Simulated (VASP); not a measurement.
Wanted: the native input for a VASP 6.6.1 run.

```yaml
Task: relaxation of cell and atoms
Functional: LDA
Potentials_or_basis: VASP PAW LDA potentials, release 64 (Al, O)
Cutoff: 600 eV
k_mesh: 7 × 7 × 7
Occupations: fermi-dirac, width 0.05 eV
Spin: no spin polarisation
Dipole_correction: no
Further_INCAR_settings: ALGO = Normal; EDIFF = 1e-06; IBRION = 2; EDIFFG = -0.01; NSW = 60; ISIF = 3
```

The structure of Al2O3 lies in POSCAR:

```
Al2O3
1.0
    2.3802500000      1.3742379782      4.3318666667
   -2.3802500000      1.3742379782      4.3318666667
    0.0000000000     -2.7484759565      4.3318666667
Al O
4 6
Direct
    0.8521600000      0.8521600000      0.8521600000
    0.6478400000      0.6478400000      0.6478400000
    0.1478400000      0.1478400000      0.1478400000
    0.3521600000      0.3521600000      0.3521600000
    0.0566800000      0.7500000000      0.4433200000
    0.7500000000      0.4433200000      0.0566800000
    0.4433200000      0.0566800000      0.7500000000
    0.9433200000      0.2500000000      0.5566800000
    0.2500000000      0.5566800000      0.9433200000
    0.5566800000      0.9433200000      0.2500000000
```

One way to write it, as run:

INCAR

```
SYSTEM = Al2O3
PREC     = Accurate       ! precision mode
ENCUT    = 600            ! plane-wave cutoff, eV
EDIFF    = 1E-6           ! SCF threshold, eV
ISMEAR   = -1             ! smearing method
SIGMA    = 0.05           ! smearing width, eV
LREAL    = .False.        ! projectors in reciprocal space
LASPH    = .True.         ! aspherical terms in the spheres
NELM     = 100            ! most SCF steps
ALGO     = Normal         ! electronic algorithm
ISIF     = 3              ! what is computed and relaxed
LWAVE    = .False.        ! write WAVECAR
LCHARG   = .False.        ! write CHGCAR
IBRION   = 2              ! ionic algorithm
NSW      = 60             ! ionic steps
EDIFFG   = -0.01          ! ionic threshold
```

KPOINTS

```
Automatic mesh
0
Gamma
  7 7 7
  0 0 0
```

Potentials or basis: VASP PAW LDA potentials, release 64 (Al, O).

Run with:

```bash
$ cat potpaw_LDA.64/Al/POTCAR potpaw_LDA.64/O/POTCAR > POTCAR
$ mpirun -np 1 vasp_std > vasp.out
```

Results of the run:

```
Relaxed volume                        : 8.33 Å³/atom
Relaxed cell                          : a = 5.093 Å, b = 5.093 Å, c = 5.093 Å, α = 55.36°, β = 55.36°, γ = 55.36°
Space group after relaxing (to 0.1 Å) : R-3c (No. 167)
Energy gained by relaxing             : 2.8 meV/atom
Ionic steps                           : 6
Pressure after relaxing               : 0.1 GPa
Largest force after relaxing          : 0.006 eV/Å
Band gap on the k mesh                : 6.43 eV
```

Caveat: an odd mesh through Γ misses points on the zone boundary, where band edges can lie.

It took 14 min on 1 thread of AMD EPYC 7R13 (shared host), peak memory 0.24 GiB.
